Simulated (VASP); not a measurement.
# BeRe2O3 (P6/mmm) in VASP: a series of runs

BeRe2O3 is run at these levels: PBE; tasks: single point, relaxation of cell and atoms.

Everything below comes from runs of VASP 6.6.1. Logs are shortened: lines on timing, memory, paths and dates and some standing lists are left out, and cuts for length are marked.

**1. The cell of the first run**

It takes space group P6/mmm (No. 191, hexagonal). The conventional cell has a = 4.719 Å, b = 4.719 Å, c = 3.322 Å, α = 90.00°, β = 90.00°, γ = 120.00°. Be (site symmetry 6/mmm) has 6 Re at 2.72 Å and 12 O at 2.89 Å and 2 Be at 3.32 Å within 3.6 Å. Re (site symmetry -6m2) has 6 O at 2.15 Å and 3 Be at 2.72 Å and 3 Re at 2.72 Å within 2.8 Å. O (site symmetry mmm) has 4 Re at 2.15 Å and 4 O at 2.36 Å and 4 Be at 2.89 Å within 2.9 Å.

**2. Single point, PBE**

The input, INCAR:

```
SYSTEM = BeRe2O3
PREC = Accurate
ENCUT = 520
EDIFF = 1E-6
ISMEAR = 0
SIGMA = 0.1
LREAL = .FALSE.
LASPH = .TRUE.
NELM = 100
ALGO = Normal
ISIF = 2
LWAVE = .FALSE.
LCHARG = .FALSE.
GGA = PE
NBANDS = 26
```

The input, KPOINTS:

```
Automatic mesh
0
G
  6 6 6
  0 0 0
```

The input, POSCAR:

```
BeRe2O3
1.0
    4.7189472919      0.0000000000      0.0000000000
   -2.3594736459      4.0867282339      0.0000000000
    0.0000000000      0.0000000000      3.3220872464
Be Re O
1 2 3
Direct
    0.0000000000      0.0000000000      0.0000000000
    0.3333333333      0.6666666667      0.0000000000
    0.6666666667      0.3333333333      0.0000000000
    0.5000000000      0.0000000000      0.5000000000
    0.5000000000      0.5000000000      0.5000000000
    0.0000000000      0.5000000000      0.5000000000
```

Potentials or basis: VASP PAW PBE potentials, release 64 (Be, Re, O).

Launch:

```
> cat potpaw_PBE.64/Be/POTCAR potpaw_PBE.64/Re/POTCAR potpaw_PBE.64/O/POTCAR > POTCAR
> mpirun -np 1 vasp_std > vasp.out
```

OUTCAR:

```text
SYSTEM = BeRe2O3
   PREC = Accurate
   ENCUT = 520
   EDIFF = 1E-6
   ISMEAR = 0
   LREAL = .FALSE.
   LASPH = .TRUE.
   NELM = 100
   ISIF = 2
   GGA = PE

 ion  position               nearest neighbor table
   1  0.000  0.000  0.000-   2 2.72   3 2.72   2 2.72   3 2.72   3 2.72   2 2.72
   2  0.333  0.667  0.000-   4 2.15   4 2.15   6 2.15   6 2.15   5 2.15   5 2.15   1 2.72   3 2.72
                             3 2.72   1 2.72   1 2.72   3 2.72
   3  0.667  0.333  0.000-   4 2.15   4 2.15   6 2.15   6 2.15   5 2.15   5 2.15   1 2.72   2 2.72
                             2 2.72   1 2.72   1 2.72   2 2.72
   4  0.500  0.000  0.500-   2 2.15   3 2.15   2 2.15   3 2.15
   5  0.500  0.500  0.500-   2 2.15   3 2.15   2 2.15   3 2.15
   6  0.000  0.500  0.500-   2 2.15   3 2.15   2 2.15   3 2.15

  LATTYP: Found a hexagonal cell.
 ALAT       =     4.7189472919
 C/A-ratio  =     0.7039890554

  Lattice vectors:

 A1 = (   4.7189472919,   0.0000000000,   0.0000000000)
 A2 = (  -2.3594736459,   4.0867282339,   0.0000000000)
 A3 = (   0.0000000000,   0.0000000000,   3.3220872464)

Analysis of symmetry for initial positions (statically):
=====================================================================
 Subroutine PRICEL returns:
 Original cell was already a primitive cell.

 Routine SETGRP: Setting up the symmetry group for a
 hexagonal supercell.

 Subroutine GETGRP returns: Found 24 space group operations
 (whereof 24 operations were pure point group operations)
 out of a pool of 24 trial point group operations.

The static configuration has the point symmetry D_6h.

Analysis of symmetry for dynamics (positions and initial velocities):
=====================================================================
 Subroutine PRICEL returns:
 Original cell was already a primitive cell.

 Routine SETGRP: Setting up the symmetry group for a
 hexagonal supercell.

 Subroutine GETGRP returns: Found 24 space group operations
 (whereof 24 operations were pure point group operations)
 out of a pool of 24 trial point group operations.

The dynamic configuration has the point symmetry D_6h.

 Subroutine INISYM returns: Found 24 space group operations
 (whereof 24 operations are pure point group operations),
 and found     1 'primitive' translations

----------------------------------------------------------------------------------------

                                     Primitive cell

  volume of cell :      64.0666

  direct lattice vectors                    reciprocal lattice vectors
     4.718947292  0.000000000  0.000000000     0.211911670  0.122347260  0.000000000
    -2.359473646  4.086728234  0.000000000     0.000000000  0.244694519  0.000000000
     0.000000000  0.000000000  3.322087246     0.000000000  0.000000000  0.301015574

  length of vectors
     4.718947292  4.718947292  3.322087246     0.244694519  0.244694519  0.301015574

  position of ions in fractional coordinates (direct lattice)
     0.000000000  0.000000000  0.000000000
     0.333333333  0.666666667  0.000000000
     0.666666667  0.333333333  0.000000000
     0.500000000  0.000000000  0.500000000
     0.500000000  0.500000000  0.500000000
     0.000000000  0.500000000  0.500000000

  ion indices of the primitive-cell ions
   primitive index   ion index
                 1           1
                 2           2
                 3           3
                 4           4
                 5           5
                 6           6

----------------------------------------------------------------------------------------

 KPOINTS: Automatic mesh

Automatic generation of k-mesh.
 Grid dimensions read from file:
 generate k-points for:    6    6    6

 Generating k-lattice:

  Cartesian coordinates                     Fractional coordinates (reciprocal lattice)
     0.035318612  0.020391210  0.000000000     0.166666667  0.000000000  0.000000000
     0.000000000  0.040782420  0.000000000     0.000000000  0.166666667  0.000000000
     0.000000000  0.000000000  0.050169262     0.000000000  0.000000000  0.166666667

  Length of vectors
     0.040782420  0.040782420  0.050169262

  Shift w.r.t. Gamma in fractional coordinates (k-lattice)
     0.000000000  0.000000000  0.000000000

 Subroutine IBZKPT returns following result:
 ===========================================

 Found     28 irreducible k-points:

 Following reciprocal coordinates:
            Coordinates               Weight
  0.000000  0.000000  0.000000      1.000000
  0.166667  0.000000  0.000000      6.000000
  0.333333  0.000000  0.000000      6.000000
  0.500000  0.000000  0.000000      3.000000
  0.166667  0.166667  0.000000      6.000000
  0.333333  0.166667  0.000000     12.000000
[... 16 lines left out ...]
  0.166667  0.000000  0.500000      6.000000
  0.333333  0.000000  0.500000      6.000000
 [... further k-points ...]
   k-points           NKPTS =     28   k-points in BZ     NKDIM =     28   number of bands    NBANDS=     26
   number of dos      NEDOS =    301   number of ions     NIONS =      6
   total plane-waves  NPLWV =  36288
   dimension x,y,z NGX =    36 NGY =   36 NGZ =   28
   dimension x,y,z NGXF=    72 NGYF=   72 NGZF=   56
   ions per type =               1   2   3
   NGX,Y,Z   is equivalent  to a cutoff of  12.68, 12.68, 14.01 a.u.
   NGXF,Y,Z  is equivalent  to a cutoff of  25.37, 25.37, 28.02 a.u.
 SYSTEM =  BeRe2O3
   PREC   = accura    normal or accurate (medium, high low for compatibility)
   ISTART =      0    job   : 0-new  1-cont  2-samecut
   ICHARG =      2    charge: 1-file 2-atom 10-const
   ISPIN  =      1    spin polarized calculation?
   LNONCOLLINEAR =      F non collinear calculations
   LSORBIT =      F    spin-orbit coupling
   LASPH  =      T    aspherical Exc in radial PAW
   ENCUT  =  520.0 eV  38.22 Ry    6.18 a.u.   8.77  8.77  6.18*2*pi/ulx,y,z
   NELM   =    100;   NELMIN=  2; NELMDL= -5     # of ELM steps
   EDIFF  = 0.1E-05   stopping-criterion for ELM
   LREAL  =      F    real-space projection
   EDIFFG = 0.1E-04   stopping-criterion for IOM
   NSW    =      0    number of steps for IOM
   IBRION =     -1    ionic relax: 0-MD 1-quasi-New 2-CG
   NFREE  =      0    steps in history (QN), initial steepest desc. (CG)
   ISIF   =      2    stress and relaxation
   ISYM   =      2    0-nonsym 1-usesym 2-fastsym
   POTIM  = 0.5000    time-step for ionic-motion
   TEBEG  =    0.0;   TEEND  =   0.0 temperature during run
   PSTRESS=    0.0 pullay stress
   NELECT =      34.0000    total number of electrons
   NUPDOWN=      -1.0000    fix difference up-down
   EMIN   =  10.00;   EMAX   =-10.00  energy-range for DOS
   EFERMI =   0.00;   METHOD = LEGACY
   ISMEAR =     0;   SIGMA  =   0.10  broadening in eV -4-tet -1-fermi 0-gaus
   EFERMI_NEDOS =   21; number of points for ismear=-14 and -15
   IALGO  =     38    algorithm
   IMIX   =      4    mixing-type and parameters
     AMIX     =   0.40;   BMIX     =  1.00
     AMIX_MAG =   1.60;   BMIX_MAG =  1.00
  volume/ion in A,a.u.               =      10.68        72.06
  Fermi-wavevector in a.u.,A,eV,Ry     =   1.325431  2.504702 23.902275  1.756768
  Thomas-Fermi vector in A             =   2.454892
   LORBIT       =      0    0 simple, 1 ext, 2 COOP (PROOUT), +10 PAW based schemes
   GGA     = PE    functional components
   LHFCALC =     F    Hartree Fock is set to
   AEXX    =    0.0000 exact exchange contribution
   IVDW    =     0    specifies the selected vdW correction
   LEPSILON=     F    determine dielectric tensor
   LRPA    =     F    only Hartree local field effects (RPA)
 non-spin polarized calculation
 Gauss-broadening in eV      SIGMA  =   0.10
  energy-cutoff  :      520.00
  volume of cell :       64.07
 maximum number of plane-waves:      1748
 NGX is ok and might be reduce to    36
   NGX = 17   NGY = 17   NGZ = 13

 number of electron      33.9999987 magnetization

 Free energy of the ion-electron system (eV)
  ---------------------------------------------------
  ext. energy  EPLUGINS =         0.00000000
  ---------------------------------------------------
  free energy    TOTEN  =       -43.35995240 eV

  energy without entropy =      -43.34801149  energy(sigma->0) =      -43.35398194

 E-fermi :   6.9865     XC(G=0): -12.1044

 val. band max:        6.9567740230   @ k =   0.1667   0.1667   0.0000
 cond. band min:       6.9942576675   @ k =   0.0000   0.0000   0.5000
 fundamental gap:      0.0374836446
 Fermi energy:         6.9865216066

 k-point     1 :       0.0000    0.0000    0.0000
  band No.  band energies     occupation
      1     -14.8947      2.00000
      2     -12.2118      2.00000
      3     -12.2118      2.00000
      4      -3.8082      2.00000
      5      -1.2286      2.00000
      6      -1.2286      2.00000
[... 18 lines left out ...]
     25      12.7711      0.00000
     26      13.2150      0.00000

 k-point     2 :       0.1667    0.0000    0.0000
  band No.  band energies     occupation
      1     -14.7736      2.00000
      2     -12.4380      2.00000
      3     -12.2185      2.00000
      4      -3.4321      2.00000
      5      -1.2488      2.00000
      6      -1.1485      2.00000
[... 18 lines left out ...]
     25      11.6604      0.00000
     26      12.2434      0.00000

 k-point     3 :       0.3333    0.0000    0.0000
  band No.  band energies     occupation
      1     -14.4456      2.00000
      2     -12.9598      2.00000
      3     -12.2317      2.00000
      4      -2.5382      2.00000
      5      -1.2885      2.00000
      6      -0.9414      2.00000
[... 572 lines left out ...]
 k-point    23 :       0.1667    0.0000    0.5000
  band No.  band energies     occupation
      1     -13.7634      2.00000
      2     -12.7719      2.00000
      3     -12.7018      2.00000
      4      -3.0149      2.00000
      5      -1.0494      2.00000
      6      -0.6167      2.00000
[... 18 lines left out ...]
     25      12.1009      0.00000
     26      12.4660      0.00000

 k-point    24 :       0.3333    0.0000    0.5000
  band No.  band energies     occupation
      1     -13.6033      2.00000
      2     -12.9746      2.00000
      3     -12.7234      2.00000
      4      -2.5180      2.00000
      5      -1.0265      2.00000
      6      -0.7761      2.00000
[... 18 lines left out ...]
     25      11.1318      0.00000
     26      11.2501      0.00000

 [... further k-points ...]

------------------------ aborting loop because EDIFF is reached ----------------------------------------

  FORCE on cell =-STRESS in cart. coord.  units (eV):
  Direction    XX          YY          ZZ          XY          YZ          ZX
  --------------------------------------------------------------------------------------
  -------------------------------------------------------------------------------------
  Total        0.3693233      0.3693233      1.2268186      0.0000000     -0.0000000      0.0000000
  in kB        9.2360302      9.2360302     30.6802574      0.0000000     -0.0000000      0.0000000
  external PRESSURE =      16.3841059 kB  Pullay stress =       0.0000000 kB

 VOLUME and BASIS-vectors are now :
 -----------------------------------------------------------------------------
  energy-cutoff  :      520.00
  volume of cell :       64.07
      direct lattice vectors                 reciprocal lattice vectors
     4.718947292  0.000000000  0.000000000     0.211911670  0.122347260  0.000000000
    -2.359473646  4.086728234  0.000000000     0.000000000  0.244694519  0.000000000
     0.000000000  0.000000000  3.322087246     0.000000000  0.000000000  0.301015574

 POSITION                                       TOTAL-FORCE (eV/Angst)
 -----------------------------------------------------------------------------------
      0.00000      0.00000      0.00000        -0.000000      0.000000      0.000000
     -0.00000      2.72449      0.00000         0.000000      0.000000      0.000000
      2.35947      1.36224      0.00000         0.000000      0.000000     -0.000000
      2.35947      0.00000      1.66104        -0.000000      0.000000      0.000000
      1.17974      2.04336      1.66104        -0.000000      0.000000      0.000000
     -1.17974      2.04336      1.66104        -0.000000      0.000000      0.000000
 -----------------------------------------------------------------------------------
    total drift:                                0.000000      0.000000      0.000000

  FREE ENERGIE OF THE ION-ELECTRON SYSTEM (eV)
  ---------------------------------------------------
  free  energy   TOTEN  =       -43.3599523983 eV

  energy  without entropy=      -43.3480114901  energy(sigma->0) =      -43.35398194
```

Wall time 25 s (1 thread of Intel Xeon 6975P-C (Granite Rapids), shared host); peak memory 0.2 GiB.

Results:

```yaml
Free_energy: -43.3600 eV
Pressure: 1.6 GPa
Band_gap_on_the_k_mesh: zero (bands 17 and 18 overlap by 0.95 eV)
```

Caveat: spin-orbit coupling is left out, which moves the levels of the heavy elements.

(Part 1 of 3 ends here.)

The gap in the log of VASP goes by the Fermi energy; the results here count the filled bands.